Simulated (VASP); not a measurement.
# Al (P6_3/mmc) in VASP: a series of runs

The runs below take Al through single point, with PBEsol.

Program: VASP 6.6.1. These are calculated values, not measurements. Logs are shortened: lines on timing, memory, paths and dates and some standing lists are left out, and cuts for length are marked.

## 1. The cell of the first run

It takes space group P6_3/mmc (No. 194, hexagonal). The conventional cell has a = 2.650 Å, b = 2.650 Å, c = 5.009 Å, α = 90.00°, β = 90.00°, γ = 120.00°. Within 3.5 Å of Al (site symmetry -6m2) lie 12 Al at 2.65 to 2.94 Å.

## 2. Single point, PBEsol

File INCAR:

```
SYSTEM = Al
  PREC = Accurate
  ENCUT = 520
  EDIFF = 1E-6
  ISMEAR = 0
  SIGMA = 0.15
  LREAL = .FALSE.
  LASPH = .TRUE.
  NELM = 60
  ALGO = Normal
  ISIF = 2
  LWAVE = .FALSE.
  LCHARG = .TRUE.
  GGA = PS
  LELF = .TRUE.
  LVHAR = .TRUE.
  NBANDS = 10
```

File KPOINTS:

```
regular mesh
0
G
  18 18 10
  0 0 0
```

File POSCAR:

```
Al
1.0
    2.6502000000      0.0000000000      0.0000000000
   -1.3251000000      2.2951405251      0.0000000000
    0.0000000000      0.0000000000      5.0094000000
Al
2
Direct
    0.6666666667      0.3333333333      0.7500000000
    0.3333333333      0.6666666667      0.2500000000
```

Potentials or basis: VASP PAW PBE potentials, release 64 (Al).

The run is started by

```sh
cat potpaw_PBE.64/Al/POTCAR > POTCAR
mpirun -np 1 vasp_std > vasp.out
```

OUTCAR:

```text
SYSTEM = Al
   PREC = Accurate
   ENCUT = 520
   EDIFF = 1E-6
   ISMEAR = 0
   LREAL = .FALSE.
   LASPH = .TRUE.
   NELM = 60
   ISIF = 2
   GGA = PS

 ion  position               nearest neighbor table
   1  0.667  0.333  0.750-   2 2.94   2 2.94   2 2.94   2 2.94   2 2.94   2 2.94
   2  0.333  0.667  0.250-   1 2.94   1 2.94   1 2.94   1 2.94   1 2.94   1 2.94

  LATTYP: Found a hexagonal cell.
 ALAT       =     2.6502000000
 C/A-ratio  =     1.8901969663

  Lattice vectors:

 A1 = (   2.6502000000,   0.0000000000,   0.0000000000)
 A2 = (  -1.3251000000,   2.2951405251,   0.0000000000)
 A3 = (   0.0000000000,   0.0000000000,   5.0094000000)

Analysis of symmetry for initial positions (statically):
=====================================================================
 Subroutine PRICEL returns:
 Original cell was already a primitive cell.

 Routine SETGRP: Setting up the symmetry group for a
 hexagonal supercell.

 Subroutine GETGRP returns: Found 24 space group operations
 (whereof 12 operations were pure point group operations)
 out of a pool of 24 trial point group operations.

The static configuration has the point symmetry D_3d.
 The point group associated with its full space group is D_6h.

Analysis of symmetry for dynamics (positions and initial velocities):
=====================================================================
 Subroutine PRICEL returns:
 Original cell was already a primitive cell.

 Routine SETGRP: Setting up the symmetry group for a
 hexagonal supercell.

 Subroutine GETGRP returns: Found 24 space group operations
 (whereof 12 operations were pure point group operations)
 out of a pool of 24 trial point group operations.

The dynamic configuration has the point symmetry D_3d.
 The point group associated with its full space group is D_6h.

 Subroutine INISYM returns: Found 24 space group operations
 (whereof 12 operations are pure point group operations),
 and found     1 'primitive' translations

----------------------------------------------------------------------------------------

                                     Primitive cell

  volume of cell :      30.4701

  direct lattice vectors                    reciprocal lattice vectors
     2.650200000  0.000000000  0.000000000     0.377330013  0.217851584  0.000000000
    -1.325100000  2.295140525  0.000000000     0.000000000  0.435703169  0.000000000
     0.000000000  0.000000000  5.009400000     0.000000000  0.000000000  0.199624706

  length of vectors
     2.650200000  2.650200000  5.009400000     0.435703169  0.435703169  0.199624706

  position of ions in fractional coordinates (direct lattice)
     0.666666667  0.333333333  0.750000000
     0.333333333  0.666666667  0.250000000

  ion indices of the primitive-cell ions
   primitive index   ion index
                 1           1
                 2           2

----------------------------------------------------------------------------------------

 KPOINTS: regular mesh

Automatic generation of k-mesh.
 Grid dimensions read from file:
 generate k-points for:   18   18   10

 Generating k-lattice:

  Cartesian coordinates                     Fractional coordinates (reciprocal lattice)
     0.020962778  0.012102866  0.000000000     0.055555556 -0.000000000  0.000000000
     0.000000000  0.024205732  0.000000000     0.000000000  0.055555556  0.000000000
     0.000000000  0.000000000  0.019962471     0.000000000  0.000000000  0.100000000

  Length of vectors
     0.024205732  0.024205732  0.019962471

  Shift w.r.t. Gamma in fractional coordinates (k-lattice)
     0.000000000  0.000000000  0.000000000

 Subroutine IBZKPT returns following result:
 ===========================================

 Found    222 irreducible k-points:

 Following reciprocal coordinates:
            Coordinates               Weight
  0.000000  0.000000  0.000000      1.000000
  0.055556  0.000000  0.000000      6.000000
  0.111111  0.000000  0.000000      6.000000
  0.166667 -0.000000  0.000000      6.000000
  0.222222 -0.000000  0.000000      6.000000
  0.277778 -0.000000  0.000000      6.000000
[... 16 lines left out ...]
  0.333333  0.111111  0.000000     12.000000
  0.388889  0.111111  0.000000     12.000000
 [... further k-points ...]
   k-points           NKPTS =    222   k-points in BZ     NKDIM =    222   number of bands    NBANDS=     10
   number of dos      NEDOS =    301   number of ions     NIONS =      2
   total plane-waves  NPLWV =  16000
   dimension x,y,z NGX =    20 NGY =   20 NGZ =   40
   dimension x,y,z NGXF=    40 NGYF=   40 NGZF=   80
   ions per type =               2
   NGX,Y,Z   is equivalent  to a cutoff of  12.55, 12.55, 13.27 a.u.
   NGXF,Y,Z  is equivalent  to a cutoff of  25.09, 25.09, 26.55 a.u.
 SYSTEM =  Al
   PREC   = accura    normal or accurate (medium, high low for compatibility)
   ISTART =      0    job   : 0-new  1-cont  2-samecut
   ICHARG =      2    charge: 1-file 2-atom 10-const
   ISPIN  =      1    spin polarized calculation?
   LNONCOLLINEAR =      F non collinear calculations
   LSORBIT =      F    spin-orbit coupling
   LASPH  =      T    aspherical Exc in radial PAW
   ENCUT  =  520.0 eV  38.22 Ry    6.18 a.u.   4.93  4.93  9.31*2*pi/ulx,y,z
   NELM   =     60;   NELMIN=  2; NELMDL= -5     # of ELM steps
   EDIFF  = 0.1E-05   stopping-criterion for ELM
   LREAL  =      F    real-space projection
   EDIFFG = 0.1E-04   stopping-criterion for IOM
   NSW    =      0    number of steps for IOM
   IBRION =     -1    ionic relax: 0-MD 1-quasi-New 2-CG
   NFREE  =      0    steps in history (QN), initial steepest desc. (CG)
   ISIF   =      2    stress and relaxation
   ISYM   =      2    0-nonsym 1-usesym 2-fastsym
   POTIM  = 0.5000    time-step for ionic-motion
   TEBEG  =    0.0;   TEEND  =   0.0 temperature during run
   PSTRESS=    0.0 pullay stress
   NELECT =       6.0000    total number of electrons
   NUPDOWN=      -1.0000    fix difference up-down
   EMIN   =  10.00;   EMAX   =-10.00  energy-range for DOS
   EFERMI =   0.00;   METHOD = LEGACY
   ISMEAR =     0;   SIGMA  =   0.15  broadening in eV -4-tet -1-fermi 0-gaus
   EFERMI_NEDOS =   21; number of points for ismear=-14 and -15
   IALGO  =     38    algorithm
   IMIX   =      4    mixing-type and parameters
     AMIX     =   0.40;   BMIX     =  1.00
     AMIX_MAG =   1.60;   BMIX_MAG =  1.00
  volume/ion in A,a.u.               =      15.24       102.81
  Fermi-wavevector in a.u.,A,eV,Ry     =   0.952432  1.799836 12.342211  0.907127
  Thomas-Fermi vector in A             =   2.080994
   LORBIT       =      0    0 simple, 1 ext, 2 COOP (PROOUT), +10 PAW based schemes
   GGA     = PS    functional components
   LHFCALC =     F    Hartree Fock is set to
   AEXX    =    0.0000 exact exchange contribution
   IVDW    =     0    specifies the selected vdW correction
   LEPSILON=     F    determine dielectric tensor
   LRPA    =     F    only Hartree local field effects (RPA)
 non-spin polarized calculation
 Gauss-broadening in eV      SIGMA  =   0.15
  energy-cutoff  :      520.00
  volume of cell :       30.47
 maximum number of plane-waves:       843
 NGX is ok and might be reduce to    20

 number of electron       6.0000000 magnetization

 Free energy of the ion-electron system (eV)
  ---------------------------------------------------
  ext. energy  EPLUGINS =         0.00000000
  ---------------------------------------------------
  free energy    TOTEN  =        -7.95811256 eV

  energy without entropy =       -7.94986548  energy(sigma->0) =       -7.95398902

 E-fermi :   8.7364     XC(G=0): -10.5400

 val. band max:        8.7288084638   @ k =   0.3889   0.2222   0.0000
 cond. band min:       8.7575943637   @ k =   0.1111   0.0556   0.4000
 fundamental gap:      0.0287858999
 Fermi energy:         8.7364029459

 k-point     1 :       0.0000    0.0000    0.0000
  band No.  band energies     occupation
      1      -2.9074      2.00000
      2       2.5334      2.00000
      3       3.1915      2.00000
      4      18.5089      0.00000
      5      19.2740      0.00000
      6      22.1307      0.00000
      7      22.1307      0.00000
      8      22.5126      0.00000
      9      22.5126      0.00000
     10      25.7024      0.00000

 k-point     2 :       0.0556    0.0000    0.0000
  band No.  band energies     occupation
      1      -2.8208      2.00000
      2       2.6181      2.00000
      3       3.2725      2.00000
      4      18.4767      0.00000
      5      19.3430      0.00000
      6      20.4997      0.00000
      7      21.1599      0.00000
      8      22.3392      0.00000
      9      23.4643      0.00000
     10      25.0625      0.00000

 k-point     3 :       0.1111    0.0000    0.0000
  band No.  band energies     occupation
      1      -2.5613      2.00000
      2       2.8712      2.00000
      3       3.5154      2.00000
      4      17.6485      0.00000
      5      19.1047      0.00000
      6      19.5493      0.00000
      7      20.1289      0.00000
      8      21.0219      0.00000
      9      23.7300      0.00000
     10      23.8287      0.00000

 k-point     4 :       0.1667   -0.0000    0.0000
  band No.  band energies     occupation
      1      -2.1302      2.00000
      2       3.2895      2.00000
      3       3.9204      2.00000
      4      15.5084      0.00000
      5      19.0421      0.00000
      6      19.2241      0.00000
      7      19.3418      0.00000
      8      19.8857      0.00000
      9      21.4412      0.00000
     10      22.5959      0.00000
[... 222 lines left out ...]
 k-point    22 :       0.2778    0.1111    0.0000
  band No.  band energies     occupation
      1       0.4228      2.00000
      2       5.6604      2.00000
      3       6.3528      2.00000
      4       9.5024      0.00000
      5      13.1818      0.00000
      6      15.1535      0.00000
      7      15.2389      0.00000
      8      18.6468      0.00000
      9      19.6190      0.00000
     10      21.7591      0.00000

 k-point    23 :       0.3333    0.1111    0.0000
  band No.  band energies     occupation
      1       1.5102      2.00000
      2       6.3561      2.00000
      3       7.4057      2.00000
      4       7.9929      2.00000
      5      12.0900      0.00000
      6      13.2975      0.00000
      7      14.2835      0.00000
      8      18.3800      0.00000
      9      19.1985      0.00000
     10      21.7023      0.00000

 k-point    24 :       0.3889    0.1111    0.0000
  band No.  band energies     occupation
      1       2.7473      2.00000
      2       5.5668      2.00000
      3       8.2203      2.00000
      4       8.6123      1.75816
      5      10.8149      0.00000
      6      11.6057      0.00000
      7      13.8139      0.00000
      8      18.2078      0.00000
      9      18.9472      0.00000
     10      21.6121      0.00000

 [... further k-points ...]

------------------------ aborting loop because EDIFF is reached ----------------------------------------

  FORCE on cell =-STRESS in cart. coord.  units (eV):
  Direction    XX          YY          ZZ          XY          YZ          ZX
  --------------------------------------------------------------------------------------
  -------------------------------------------------------------------------------------
  Total        2.7360471      2.7360471     -0.2355886      0.0000000     -0.0000000     -0.0000000
  in kB      143.8667777    143.8667777    -12.3877140      0.0000000     -0.0000000     -0.0000000
  external PRESSURE =      91.7819472 kB  Pullay stress =       0.0000000 kB

 VOLUME and BASIS-vectors are now :
 -----------------------------------------------------------------------------
  energy-cutoff  :      520.00
  volume of cell :       30.47
      direct lattice vectors                 reciprocal lattice vectors
     2.650200000  0.000000000  0.000000000     0.377330013  0.217851584  0.000000000
    -1.325100000  2.295140525  0.000000000     0.000000000  0.435703169  0.000000000
     0.000000000  0.000000000  5.009400000     0.000000000  0.000000000  0.199624706

 POSITION                                       TOTAL-FORCE (eV/Angst)
 -----------------------------------------------------------------------------------
      1.32510      0.76505      3.75705        -0.000000     -0.000000      0.000000
     -0.00000      1.53009      1.25235         0.000000      0.000000      0.000000
 -----------------------------------------------------------------------------------
    total drift:                                0.000000     -0.000000      0.000000

  FREE ENERGIE OF THE ION-ELECTRON SYSTEM (eV)
  ---------------------------------------------------
  free  energy   TOTEN  =        -7.9581125619 eV

  energy  without entropy=       -7.9498654831  energy(sigma->0) =       -7.95398902
```

Wall time 26 s (1 thread of Intel Xeon Platinum 8559C (Emerald Rapids), shared host); peak memory 0.17 GiB.

What came out:

```
Free energy            : -7.9581 eV
Pressure               : 9.2 GPa
Band gap on the k mesh : zero (band 3 reaches 11.67 eV, above the bottom of band 4 at 5.88 eV)
```

Caveat: the PAW data sets were made with another functional, which shifts forces and pressure a little.

## 3. Single point, PBEsol

This run uses another cell than the first one, of the same volume but with other edges.

File INCAR:

```
SYSTEM = Al
ALGO = Fast
EDIFF = 1E-6
ENCUT = 520
GGA = PS
ISIF = 2
ISMEAR = 0
LASPH = .True.
LCHARG = .False.
LREAL = .False.
LWAVE = .False.
NBANDS = 10
NELM = 80
PREC = Accurate
SIGMA = 0.15
```

File KPOINTS:

```
k-points
0
Gamma
  18 18 10
  0 0 0
```

File POSCAR:

```
Al
1.0
    2.6901000000      0.0000000000      0.0000000000
   -1.3450500000      2.3296949387      0.0000000000
    0.0000000000      0.0000000000      4.8609000000
Al
2
Direct
    0.6666666667      0.3333333333      0.7500000000
    0.3333333333      0.6666666667      0.2500000000
```

Potentials or basis: VASP PAW PBE potentials, release 64 (Al).

The run is started by

```sh
cat potpaw_PBE.64/Al/POTCAR > POTCAR
mpirun -np 1 vasp_std > vasp.out
```

Wall time 28 s (1 thread of Intel Xeon Platinum 8559C (Emerald Rapids), shared host); peak memory 0.17 GiB.

It converged, with:

```yaml
Free_energy: -8.0302 eV
Pressure: 7.7 GPa
Band_gap_on_the_k_mesh: zero (band 3 reaches 12.21 eV, above the bottom of band 4 at 5.75 eV)
```

Stress tensor (GPa, compression positive):
```
11.00  0.00  0.00
 0.00 11.00  0.00
 0.00  0.00  0.98
```

Levels at points of the mesh, in eV from the Fermi level:
```tsv
k point	band 1	band 2	band 3	band 4	band 5	band 6	band 7
(0.00, 0.00, 0.00)	-11.67	-5.70	-5.39	10.70	11.95	12.78	12.78
(0.50, 0.00, 0.00)	-5.11	-5.01	0.42	0.65	1.31	1.33	7.33
(0.00, 0.00, 0.50)	-10.11	-10.11	1.77	1.77	13.55	13.55	13.55
(0.50, 0.00, 0.50)	-4.00	-4.00	-3.02	-3.02	7.38	7.38	7.89
```

Caveat: the PAW data sets were made with another functional, which shifts forces and pressure a little.

## 4. Single point, PBEsol

This run uses another cell than the first one, of 15.16 Å³/atom, 0.995 times its volume.

File INCAR:

```
ALGO = Normal
EDIFF = 1E-6
ENCUT = 520
GGA = PS
ISIF = 2
ISMEAR = 0
LASPH = T
LCHARG = F
LREAL = F
LWAVE = F
NBANDS = 10
NELM = 60
PREC = Accurate
SIGMA = 0.15
```

File KPOINTS:

```
k-points
0
Gamma
  18 18 10
```

File POSCAR:

```
Al
1.0
    2.7699000000      0.0000000000      0.0000000000
   -1.3849500000      2.3988037660      0.0000000000
    0.0000000000      0.0000000000      4.5641000000
Al
2
Direct
    0.6666666667      0.3333333333      0.7500000000
    0.3333333333      0.6666666667      0.2500000000
```

The run is started by

```sh
cat potpaw_PBE.64/Al/POTCAR > POTCAR
mpirun -np 1 vasp_std > vasp.out
```

Run time: 28 s. Hardware: 1 thread of Intel Xeon Platinum 8559C (Emerald Rapids), shared host; peak memory 0.18 GiB.

The run converged. Its results:

| Quantity | Value |
| --- | --- |
| Free energy | -8.0725 eV |
| Pressure | 6.9 GPa |
| Band gap on the k mesh | zero (band 3 reaches 13.09 eV, above the bottom of band 4 at 5.56 eV) |

Stress tensor (GPa, compression positive):
```
6.95 0.00 0.00
0.00 6.95 0.00
0.00 0.00 6.68
```

Levels at points of the mesh, in eV from the Fermi level:
```
           k point  band 1  band 2  band 3  band 4  band 5  band 6
(0.00, 0.00, 0.00)  -11.73   -4.99   -4.62   11.42   11.42   11.55
(0.50, 0.00, 0.00)   -5.51   -5.44    0.59    1.21    1.36    1.90
(0.00, 0.00, 0.50)   -9.97   -9.97    3.43    3.43   12.43   12.43
(0.50, 0.00, 0.50)   -4.18   -4.18   -3.30   -3.30    7.59    7.59
```

Caveat: the PAW data sets were made with another functional, which shifts forces and pressure a little.

## 5. Overview

| cell | gap on the mesh (eV) | pressure (GPa) |
| --- | --- | --- |
| a = 2.650, b = 2.650, c = 5.009 Å, angles 90.0, 90.0, 120.0°, 2 atoms | none | 9.2 |
| a = 2.690, b = 2.690, c = 4.861 Å, angles 90.0, 90.0, 120.0°, 2 atoms | none | 7.7 |
| a = 2.770, b = 2.770, c = 4.564 Å, angles 90.0, 90.0, 120.0°, 2 atoms | none | 6.9 |

Alike in all rows: task single point; level PBEsol; potentials or basis VASP PAW PBE potentials, release 64 (Al); no spin polarisation; k mesh 18 × 18 × 10; cutoff (eV) 520; smearing gaussian 0.15 eV.

Caveats: the PAW data sets were made with another functional, which shifts forces and pressure a little.

Absolute energies hang on the potentials; compare differences alone.
